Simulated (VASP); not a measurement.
Write the native input for VASP 6.6.1 that does the following.

```
Task                   : single point
Functional             : PBEsol
Potentials or basis    : VASP PAW PBE potentials, release 64 (Ba_sv, Mg, Li_sv, F)
Cutoff                 : 520 eV
k mesh                 : 2 × 2 × 2, shifted
Occupations            : fermi-dirac, width 0.05 eV
Spin                   : collinear spin
Starting moments       : [0.0, 0.0, 0.22, 0.0, 0.22, 0.0, 0.22, 0.22, 0.22, 0.0] μB
Dipole correction      : no
Further INCAR settings : ALGO = Normal; EDIFF = 1e-07; NBANDS = 48
```

The structure of Ba2LiMgF6 (a cell with a defect) lies in POSCAR:

```
Ba2LiMgF6
1.0
    7.9171620000      0.0000000000      0.0000000000
    0.0000000000      3.9585810000      0.0000000000
    0.0000000000      0.0000000000      3.9585810000
Ba Mg Li F
2 1 1 6
Direct
    0.0285050000      0.9548710000      0.0046440000
    0.4989640000      0.0181700000      0.9712250000
    0.2439270000      0.4838580000      0.4386850000
    0.7446720000      0.4950420000      0.4602040000
    0.2453640000      0.5094290000      0.0123650000
    0.7484210000      0.5023770000      0.0250160000
    0.9937250000      0.5143660000      0.4408280000
    0.4956360000      0.4950390000      0.4944120000
    0.2451830000      0.0191570000      0.4969360000
    0.7405940000      0.9381680000      0.5352390000
```

These files were run (other wordings do the same):

INCAR

```
SYSTEM = Ba2LiMgF6
  PREC = Accurate
  ENCUT = 520
  EDIFF = 1E-7
  ISMEAR = -1
  SIGMA = 0.05
  LREAL = .False.
  LASPH = .True.
  NELM = 150
  ALGO = Normal
  ISIF = 2
  LWAVE = .False.
  LCHARG = .False.
  ISPIN = 2
  MAGMOM = 0 0 0.22 0 0.22 0 0.22 0.22 0.22 0
  LORBIT = 11
  GGA = PS
  NBANDS = 48
```

KPOINTS

```
Automatic mesh
0
Gamma
  2 2 2
  0.5 0.5 0.5
```

Potentials or basis: VASP PAW PBE potentials, release 64 (Ba_sv, Mg, Li_sv, F).

Launch:

```console
$ cat potpaw_PBE.64/Ba_sv/POTCAR potpaw_PBE.64/Mg/POTCAR potpaw_PBE.64/Li_sv/POTCAR potpaw_PBE.64/F/POTCAR > POTCAR
$ mpirun -np 1 vasp_std > vasp.out
```

Results of the run:

* Largest force: 4.457 eV/Å
* Band gap on the k mesh: 0.37 eV
* Net moment: 1.00 μB per cell
* Site moments: Ba +0.29, +0.22; Mg +0.01; Li +0.00; F +0.00, +0.01 (each value once) μB
* Valence electrons inside the program's atomic spheres: Ba 8.13, 8.03; Mg 0.49; Li 2.10; F 6.18, 6.10, 6.12, 6.11, 6.15 (each value once)

Caveat: the k points lie up to 0.79 Å⁻¹ apart; semilocal functionals underestimate gaps, and a narrow one can read as zero; the PAW data sets were made with another functional, which shifts forces and pressure a little; spin-orbit coupling is left out, which moves the levels of the heavy elements.

Wall time 51 s on 1 thread of Intel(R) Xeon(R) Platinum 8488C (Sapphire Rapids), on a shared host, peak memory 0.28 GiB.
